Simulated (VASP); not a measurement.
Input of a VASP 6.6.1 run:

The input INCAR:

```
SYSTEM = Se
PREC = Accurate ; ENCUT = 520
EDIFF = 1E-6 ; ISMEAR = 0
SIGMA = 0.1 ; LREAL = .FALSE.
LASPH = .TRUE. ; NELM = 100
ALGO = Normal ; ISIF = 2
LWAVE = .FALSE. ; LCHARG = .TRUE.
GGA = PS ; LELF = .TRUE.
LVHAR = .TRUE. ; NBANDS = 34
```

The input KPOINTS:

```
regular mesh
0
G
  4 4 4
  0 0 0
```

Contents of POSCAR:

```
Se
1.0
    5.3970997000      0.0000000000      0.0000000000
    0.0000000000      5.3970997000      0.0000000000
    0.0000000000      0.0000000000      5.3970997000
Se
8
Direct
    0.5000000000      0.5000000000      0.5000000000
    0.0000000000      0.0000000000      0.0000000000
    0.2500000000      0.0000000000      0.5000000000
    0.5000000000      0.2500000000      0.0000000000
    0.5000000000      0.7500000000      0.0000000000
    0.7500000000      0.0000000000      0.5000000000
    0.0000000000      0.5000000000      0.7500000000
    0.0000000000      0.5000000000      0.2500000000
```

Potentials or basis: VASP PAW PBE potentials, release 64 (Se).

The run is started by

```console
$ cat potpaw_PBE.64/Se/POTCAR > POTCAR
$ mpirun -np 1 vasp_std > vasp.out
```

(1) Predict the pressure.

(2) What does it give for the band gap on the k mesh?

## Answers

(1) 0.3 GPa.

(2) zero (band 24 reaches 5.77 eV, above the bottom of band 25 at 4.79 eV).

Caveat: the PAW data sets were made with another functional, which shifts forces and pressure a little.
